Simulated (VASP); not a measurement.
Input of a VASP 6.6.1 run:

The input INCAR:

```
SYSTEM = Hf4C3
PREC = Accurate ; ENCUT = 520
EDIFF = 1E-6 ; ISMEAR = 0
SIGMA = 0.1 ; LREAL = .False.
LASPH = .True. ; NELM = 60
ALGO = Normal ; ISIF = 2
LWAVE = .False. ; LCHARG = .False.
GGA = PE ; NBANDS = 35
```

The input KPOINTS:

```
regular mesh
0
Gamma
  6 6 4
  0 0 0
```

The input POSCAR:

```
Hf4C3
1.0
    4.3057885900      0.0000000000      0.0000000000
   -2.1528942900      3.7289223000      0.0000000000
    0.0000000000      0.0000000000      6.9858642800
Hf C
4 3
Direct
    0.3333333300      0.6666666700      0.6933360900
    0.6666666700      0.3333333300      0.6933360900
    0.6666666700      0.3333333300      0.3066639100
    0.3333333300      0.6666666700      0.3066639100
    0.0000000000      0.0000000000      0.1788885000
    0.0000000000      0.0000000000      0.8211115000
    0.0000000000      0.0000000000      0.5000000000
```

Potentials or basis: VASP PAW PBE potentials, release 64 (Hf_pv, C).

Run with:

```console
$ cat potpaw_PBE.64/Hf_pv/POTCAR potpaw_PBE.64/C/POTCAR > POTCAR
$ mpirun -np 1 vasp_std > vasp.out
```

Question: Predict the band gap on the k mesh.

Answer: Zero (band 26 reaches 5.37 eV, above the bottom of band 27 at 4.72 eV).

Question: What does it give for the largest force?

Answer: 2.089 eV/Å.

Stress tensor (GPa, compression positive):
```
10.14  0.00  0.00
 0.00 10.14  0.00
 0.00  0.00 -1.20
```

Caveat: spin-orbit coupling is left out, which moves the levels of the heavy elements; forces of over 1 eV/Å act on the atoms, so gaps and moduli don't describe the material at rest.
